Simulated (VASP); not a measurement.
Te2As: single point with PBE

Crystal: Te2As.

```
CELL_PARAMETERS angstrom
4.24963 0.00000 0.00000
0.00000 4.24963 0.00000
0.00000 0.00000 9.82101
ATOMIC_POSITIONS crystal
Te 0.50000 0.00000 0.64263
Te 0.00000 0.50000 0.35736
Te 0.50000 0.00000 0.03220
Te 0.00000 0.50000 0.96780
As 0.50000 0.00000 0.36330
As 0.00000 0.50000 0.63670
```

The cell was built from a structure type or drawn by symmetry, and may not be a known phase.

- Program: VASP 6.6.1
- Task: single point
- Functional: PBE
- Potentials or basis: VASP PAW PBE potentials, release 64 (Te, As)
- Cutoff: 520 eV
- k mesh: 4 × 4 × 2
- Occupations: gaussian, width 0.1 eV
- Spin: no spin polarisation

```json
{
 "Pressure": "0.1 GPa",
 "Largest force": "0.346 eV/Å",
 "Band gap on the k mesh": "zero (bands 17 and 18 overlap by 2.66 eV)"
}
```

Forces in eV/Å, atoms in the order of the input:
```
Te   0.000  0.000  0.346
Te   0.000  0.000 -0.346
Te   0.000  0.000 -0.085
Te   0.000  0.000  0.085
As   0.000  0.000 -0.293
As   0.000  0.000  0.293
```

Stress tensor (GPa, compression positive):
```
-0.98  0.00  0.00
 0.00 -0.98  0.00
 0.00  0.00  2.32
```

Levels at points of the mesh, in eV from the Fermi level:
| k point | band 14 | band 15 | band 16 | band 17 | band 18 | band 19 |
| --- | --- | --- | --- | --- | --- | --- |
| (0.00, 0.00, 0.00) | -2.81 | -1.37 | -0.40 | 1.15 | 2.05 | 2.05 |
| (0.50, 0.00, 0.00) | -1.89 | -1.62 | -1.62 | -0.66 | -0.66 | -0.64 |
| (0.50, 0.50, 0.00) | -3.16 | -2.07 | -2.07 | 2.00 | 2.00 | 2.83 |
| (0.00, 0.00, 0.50) | -2.24 | -2.11 | -1.07 | 1.52 | 2.13 | 2.13 |
| (0.50, 0.00, 0.50) | -1.78 | -1.74 | -1.74 | -0.55 | -0.55 | -0.47 |
| (0.50, 0.50, 0.50) | -3.83 | -0.72 | -0.72 | 1.50 | 1.50 | 1.55 |

Wall time 31 s on 1 thread of Intel(R) Xeon(R) Platinum 8488C (Sapphire Rapids), on a shared host, peak memory 0.27 GiB.

Caveat: the k points lie up to 0.37 Å⁻¹ apart, too coarse for converged energies and pressures of a metal; spin-orbit coupling is left out, which moves the levels of the heavy elements.
